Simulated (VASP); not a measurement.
**GaN: relaxation of the atoms with LDA**

The system is GaN.

```
CELL_PARAMETERS angstrom
3.16755 0.00000 0.00000
-1.58378 2.71589 0.00000
0.00000 0.00000 5.13828
ATOMIC_POSITIONS crystal
Ga 0.33333 0.66667 0.99929
Ga 0.66667 0.33333 0.49929
N 0.33333 0.66667 0.37571
N 0.66667 0.33333 0.87571
```

```yaml
Program: VASP 6.6.1
Task: relaxation of the atoms
Functional: LDA
Potentials_or_basis: VASP PAW LDA potentials, release 64 (Ga_d, N)
Cutoff: 520 eV
k_mesh: 8 × 8 × 5
Occupations: gaussian, width 0.01 eV
Spin: no spin polarisation
Dipole_correction: no
Further_INCAR_settings: ALGO = Normal; EDIFF = 1e-06; IBRION = 2; EDIFFG = -0.0005; NSW = 80
```

- Energy gained by relaxing: 0.2 meV/atom
- Ionic steps: 24
- Pressure after relaxing: 1.1 GPa
- Band gap on the k mesh: 2.11 eV

Stress tensor (GPa, compression positive):
```
-0.01  0.00  0.00
 0.00  2.25  0.00
 0.00  0.00  1.11
```

Step by step:
| step | energy change (eV) | largest force (eV/Å) | pressure (GPa) |
| --- | --- | --- | --- |
| 1 | 0.0000 | 0.1043 | 1.14 |
| 2 | -0.0006 | 0.0336 | 1.11 |
| 3 | -0.0007 | 0.0055 | 1.12 |
| 4 | -0.0007 | 0.0085 | 1.11 |
| 5 | -0.0007 | 0.0055 | 1.12 |
| 6 | -0.0007 | 0.0054 | 1.12 |
| 7 | -0.0007 | 0.0081 | 1.10 |
| 8 | -0.0007 | 0.0070 | 1.11 |
| 9 | -0.0007 | 0.0021 | 1.12 |
| 10 | -0.0007 | 0.0020 | 1.12 |
| 11 | -0.0007 | 0.0016 | 1.11 |
| 12 | -0.0007 | 0.0020 | 1.11 |
| 13 | -0.0007 | 0.0015 | 1.12 |
| 14 | -0.0007 | 0.0023 | 1.11 |
| 15 | -0.0007 | 0.0013 | 1.12 |
| 16 | -0.0007 | 0.0018 | 1.12 |
| 17 | -0.0007 | 0.0013 | 1.12 |
| 18 | -0.0007 | 0.0012 | 1.12 |
| 19 | -0.0007 | 0.0010 | 1.12 |
| 20 | -0.0007 | 0.0009 | 1.12 |
| 21 | -0.0007 | 0.0009 | 1.11 |
| 22 | -0.0007 | 0.0013 | 1.11 |
| 23 | -0.0007 | 0.0013 | 1.11 |
| 24 | -0.0007 | 0.0002 | 1.11 |

Final structure:
```
CELL_PARAMETERS angstrom
3.16755 0.00000 0.00000
-1.58378 2.71589 0.00000
0.00000 0.00000 5.13828
ATOMIC_POSITIONS crystal
Ga 0.33299 0.66598 0.99931
Ga 0.66701 0.33402 0.49931
N 0.33234 0.66469 0.37569
N 0.66766 0.33531 0.87569
```

Levels at points of the mesh, in eV from the valence-band top:
| k point | band 16 | band 17 | band 18 | band 19 | band 20 | band 21 |
| --- | --- | --- | --- | --- | --- | --- |
| (0.00, 0.00, 0.00) | -0.08 | -0.06 | 0.00 | 2.11 | 4.35 | 9.19 |
| (0.50, 0.00, 0.00) | -2.88 | -2.39 | -1.05 | 5.03 | 5.68 | 5.97 |
| (0.00, 0.50, 0.00) | -2.99 | -2.35 | -1.14 | 4.85 | 5.54 | 5.95 |

Run time: 3.6 min on 1 thread of Intel(R) Xeon(R) Platinum 8259CL CPU @ 2.50GHz (Skylake/Cascade Lake), with other jobs on the host, peak memory 0.18 GiB.

LDA gaps usually lie below the measured ones, often by a third to a half.
